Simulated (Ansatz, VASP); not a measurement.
**One calculation of Se, two programs**

```
Se
1.0
     4.36620    0.00000    0.00000
    -2.18310    3.78124    0.00000
     0.00000    0.00000    4.95360
Se
3
Direct
  0.22540 0.00000 0.33333
  0.00000 0.22540 0.66667
  0.77460 0.77460 0.00000
```

Alike in both runs: task relaxation of cell and atoms; functional PBE; k mesh 6 × 6 × 6; occupations gaussian, width 0.02 eV; no spin polarisation.

|  | VASP | Ansatz |
| --- | --- | --- |
| version | VASP 6.6.1 | Ansatz 0.2.0 |
| potentials or method | VASP PAW PBE potentials, release 64 (Se), cutoff 600 eV | scalar-relativistic, plane waves, PAW |
| valence electrons in the cell | 18 | 48 |

```tsv
	VASP	Ansatz	Ansatz less VASP
gap on the k mesh at the Fermi level, each at its own relaxed structure (eV)	1.02	1.03	+0.011
relaxed volume (Å³/atom)	29.85	29.82	-0.032
relaxed cell length with the largest relative difference (Å)	4.527	4.526	-0.0016
```

VASP's potentials hold 18 valence electrons a cell and Ansatz's 48, so a difference there can come from the potentials and not from the codes.
